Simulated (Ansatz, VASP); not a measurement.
Two plane-wave programs on Rb

The input INCAR:

```
PREC = Accurate ; ENCUT = 600
EDIFF = 1E-7 ; ISMEAR = 0
SIGMA = 0.1 ; LREAL = False
LASPH = True ; NELM = 100
ALGO = Normal ; ISIF = 3
LWAVE = False ; LCHARG = False
GGA = PE ; IBRION = 2
NSW = 100 ; EDIFFG = -0.002
```

The input KPOINTS:

```
Automatic mesh
0
Gamma
  10 10 10
```

File POSCAR:

```
Rb
1.0
   -2.8025000000      2.8025000000      2.8025000000
    2.8025000000     -2.8025000000      2.8025000000
    2.8025000000      2.8025000000     -2.8025000000
Rb
1
Direct
    0.0000000000      0.0000000000      0.0000000000
```

Input for Ansatz:

```yaml
crystal:
  lattice:
    - [-2.8025, 2.8025, 2.8025]
    - [2.8025, -2.8025, 2.8025]
    - [2.8025, 2.8025, -2.8025]
  atoms:
    - { symbol: Rb, position: [0.0, 0.0, 0.0] }
basis:
  ecutwfc: 600.0
kpoints:
  mp_grid: { grid: [10, 10, 10] }
hamiltonian:
  xc: pbe
  pseudopotentials: { kind: paw }
scf:
  occupations: { method: gaussian, width: 0.1 }
output:
  forces: true
  stress: true
  eigenvalues: true
  write_density: true
  write_potential: true
  elf: true
  volumetric_format: npy
relax:
  adjacent_minimum: "off"
  f_tol: 0.002
  max_steps: 80
  cell: { stress_tol: 0.02 }
```

Alike in both runs: task relaxation of cell and atoms; functional PBE; k mesh 10 × 10 × 10; occupations gaussian, width 0.1 eV; no spin polarisation.

```csv
,VASP,Ansatz
version,VASP 6.6.1,Ansatz 0.2.0
potentials or method,"VASP PAW PBE potentials, release 64 (Rb_sv), cutoff 600 eV","scalar-relativistic, plane waves, PAW"
valence electrons in the cell,9,9
```

```csv
,VASP,Ansatz,Ansatz less VASP
"gap on the k mesh at the Fermi level, each at its own relaxed structure (eV)",none,none,-
relaxed volume (Å³/atom),91.26,91.14,-0.118
relaxed cell length with the largest relative difference (Å),4.913,4.910,-0.0021
```

A gap of «none» marks a metal or a gap that the smearing closes.
